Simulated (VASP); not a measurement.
Input of a VASP 6.6.1 run:

POSCAR

```
PbS
1.0
    4.0896976867      0.0000000000      0.0000000000
   -2.0448488433      3.5417820905      0.0000000000
    0.0000000000      0.0000000000      3.7881670000
Pb S
1 1
Direct
    0.0000000000      0.0000000000      0.0000000000
    0.6666666667      0.3333333333      0.5000000000
```

Contents of INCAR.step1:

```
PREC = Accurate
ENCUT = 600
EDIFF = 1E-5
ISMEAR = -1
SIGMA = 0.05
LREAL = False
LASPH = True
NELM = 60
ALGO = Normal
LWAVE = True
LCHARG = False
GGA = PE
NBANDS = 17
```

Contents of INCAR.step2:

```
PREC = Accurate
ENCUT = 600
EDIFF = 1E-7
ISMEAR = -1
SIGMA = 0.05
LREAL = False
LASPH = True
NELM = 60
ALGO = Normal
ISIF = 3
LWAVE = False
LCHARG = False
GGA = PE
LHFCALC = True
AEXX = 0.25
PRECFOCK = Normal
IBRION = 2
NSW = 60
EDIFFG = -0.01
ISTART = 1
```

The input KPOINTS:

```
regular mesh
0
Gamma
  4 4 4
```

Potentials or basis: VASP PAW PBE potentials, release 64 (Pb_d, S).

Launch:

```console
$ cat potpaw_PBE.64/Pb_d/POTCAR potpaw_PBE.64/S/POTCAR > POTCAR
$ cp INCAR.step1 INCAR
$ mpirun -np 1 vasp_std > vasp.out
$ cp INCAR.step2 INCAR
$ mpirun -np 1 vasp_std > vasp.out
```

**Question.** What does it give for the relaxed cell?

**Answer.** a = 4.042 Å, b = 4.042 Å, c = 3.781 Å, α = 90.00°, β = 90.00°, γ = 120.00°.

**Question.** Estimate the space group after relaxing (to 0.1 Å).

**Answer.** P-6m2 (No. 187).

**Question.** Predict the band gap on the k mesh.

**Answer.** 1.12 eV (least direct gap 2.00 eV).

**Question.** What does it give for the relaxed volume?

**Answer.** 26.74 Å³/atom.

Final structure:
```
CELL_PARAMETERS angstrom
4.04180 0.00000 0.00000
-2.02090 3.50030 0.00000
0.00000 0.00000 3.78071
ATOMIC_POSITIONS crystal
Pb 0.00000 0.00000 0.00000
S 0.66667 0.33333 0.50000
```

Caveat: the k points lie up to 0.45 Å⁻¹ apart in the final cell; the PAW data sets were made with another functional, which shifts forces and pressure a little; spin-orbit coupling is left out, which moves the levels of the heavy elements. A k mesh can miss the band edges.
